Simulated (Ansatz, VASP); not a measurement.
## One calculation of BiB2, two programs

INCAR

```
SYSTEM = BiB2
PREC = Accurate
ENCUT = 520
EDIFF = 1E-7
ISMEAR = 0
SIGMA = 0.1
LREAL = .False.
LASPH = .True.
NELM = 80
ALGO = Normal
ISIF = 2
LWAVE = .False.
LCHARG = .False.
LDIPOL = .True.
IDIPOL = 3
DIPOL = 0.5 0.5 0.500
GGA = PE
IVDW = 12
NBANDS = 30
```

KPOINTS

```
regular mesh
0
Gamma
  6 6 1
  0 0 0
```

The input POSCAR:

```
BiB2
1.0
    3.2989914200      0.0000000000      0.0000000000
   -1.6494957100      2.8570103800      0.0000000000
    0.0000000000      0.0000000000     19.0000000000
B Bi
4 2
Direct
    0.3333333300      0.6666666700      0.3818729100
    0.6666666700      0.3333333300      0.3818729100
    0.3333333300      0.6666666700      0.6181270900
    0.6666666700      0.3333333300      0.6181270900
    0.0000000000      0.0000000000      0.4147368400
    0.0000000000      0.0000000000      0.5852631600
```

Input for Ansatz:

```yaml
crystal:
  lattice:
    - [3.29899142, 0.0, 0.0]
    - [-1.64949571, 2.85701038, 0.0]
    - [0.0, 0.0, 19.0]
  atoms:
    - { symbol: B, position: [0.33333333, 0.66666667, 0.38187291] }
    - { symbol: B, position: [0.66666667, 0.33333333, 0.38187291] }
    - { symbol: B, position: [0.33333333, 0.66666667, 0.61812709] }
    - { symbol: B, position: [0.66666667, 0.33333333, 0.61812709] }
    - { symbol: Bi, position: [0.0, 0.0, 0.41473684] }
    - { symbol: Bi, position: [0.0, 0.0, 0.58526316] }
  periodic: [true, true, false]
basis:
  ecutwfc: 420
kpoints:
  mp_grid: { grid: [6, 6, 1] }
hamiltonian:
  xc: pbe
  dispersion: d3bj
scf:
  occupations: { method: gaussian, width: 0.1 }
  lower_state_search: "off"
output:
  forces: true
  stress: true
  eigenvalues: true
```

Alike in both runs: task single point; functional PBE; dispersion D3(BJ); k mesh 6 × 6 × 1; occupations gaussian, width 0.1 eV; no spin polarisation.

```csv
,VASP,Ansatz
version,VASP 6.6.1,Ansatz 0.2.0
potentials or method,"VASP PAW PBE potentials, release 64 (B, Bi_d), cutoff 520 eV","scalar-relativistic, plane waves, PAW"
valence electrons in the cell,42,42
```

|  | VASP | Ansatz | Ansatz less VASP |
| --- | --- | --- | --- |
| gap on the k mesh at the Fermi level (eV) | none | none | - |
| rms of the force components (eV/Å) | 5.611 | 5.643 | +0.0324 |

Atom by atom the forces differ by 0.032 eV/Å (rms over components). A gap of «none» marks a metal or a gap that the smearing closes. Ansatz's warnings: slab cell height set.

The k mesh is coarse, so the values compare programs but aren't converged. Neither program's run includes spin-orbit coupling.
